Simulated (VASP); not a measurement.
Wanted: the native input for a VASP 6.6.1 run.

```yaml
Task: single point
Functional: PBE
Potentials_or_basis: VASP PAW PBE potentials, release 64 (Sr_sv, Al, Pt_sv_GW, C, N)
Cutoff: 600 eV
k_mesh: 4 × 4 × 4
Occupations: gaussian, width 0.1 eV
Spin: no spin polarisation
Dipole_correction: no
Further_INCAR_settings: LREAL = Auto; ALGO = Normal; EDIFF = 1e-06; NBANDS = 56
```

The structure of SrAlPtC6N6 lies in POSCAR:

```
SrAlPtC6N6
1.0
    0.0000000000      5.0495000000      5.0495000000
    5.0495000000      0.0000000000      5.0495000000
    5.0495000000      5.0495000000      0.0000000000
Sr Al Pt C N
1 1 1 6 6
Direct
    0.7500000000      0.7500000000      0.7500000000
    0.5000000000      0.5000000000      0.5000000000
    0.0000000000      0.0000000000      0.0000000000
    0.8101792300      0.1898207700      0.1898207700
    0.1898207700      0.1898207700      0.8101792300
    0.8101792300      0.1898207700      0.8101792300
    0.1898207700      0.8101792300      0.8101792300
    0.8101792300      0.8101792300      0.1898207700
    0.1898207700      0.8101792300      0.1898207700
    0.6943261700      0.3056738300      0.3056738300
    0.3056738300      0.3056738300      0.6943261700
    0.6943261700      0.3056738300      0.6943261700
    0.3056738300      0.6943261700      0.6943261700
    0.6943261700      0.6943261700      0.3056738300
    0.3056738300      0.6943261700      0.3056738300
```

One way to write it, as run:

INCAR

```
PREC = Accurate ; ENCUT = 600
EDIFF = 1E-6 ; ISMEAR = 0
SIGMA = 0.1 ; LREAL = Auto
LASPH = T ; NELM = 120
ALGO = Normal ; ISIF = 2
LWAVE = F ; LCHARG = T
GGA = PE ; LELF = T
LVHAR = T ; NBANDS = 56
GGA_COMPAT = F
```

KPOINTS

```
Automatic mesh
0
Gamma
  4 4 4
```

Potentials or basis: VASP PAW PBE potentials, release 64 (Sr_sv, Al, Pt_sv_GW, C, N).

Launch:

```console
$ cat potpaw_PBE.64/Sr_sv/POTCAR potpaw_PBE.64/Al/POTCAR potpaw_PBE.64/Pt_sv_GW/POTCAR potpaw_PBE.64/C/POTCAR potpaw_PBE.64/N/POTCAR > POTCAR
$ mpirun -np 1 vasp_std > vasp.out
```

Results of the run:

```json
{"Pressure": "8.7 GPa", "Largest force": "2.282 eV/Å", "Band gap on the k mesh": "zero (an odd number of electrons rules out a gap without spin polarisation)"}
```

Caveat: the cell stands under pressure; spin-orbit coupling is left out, which moves the levels of the heavy elements; forces of over 1 eV/Å act on the atoms, so gaps and moduli don't describe the material at rest.

Run time: 17 min on 1 thread of AMD EPYC 7R43 64-Core Processor (Zen 3), on a shared host, peak memory 0.51 GiB.
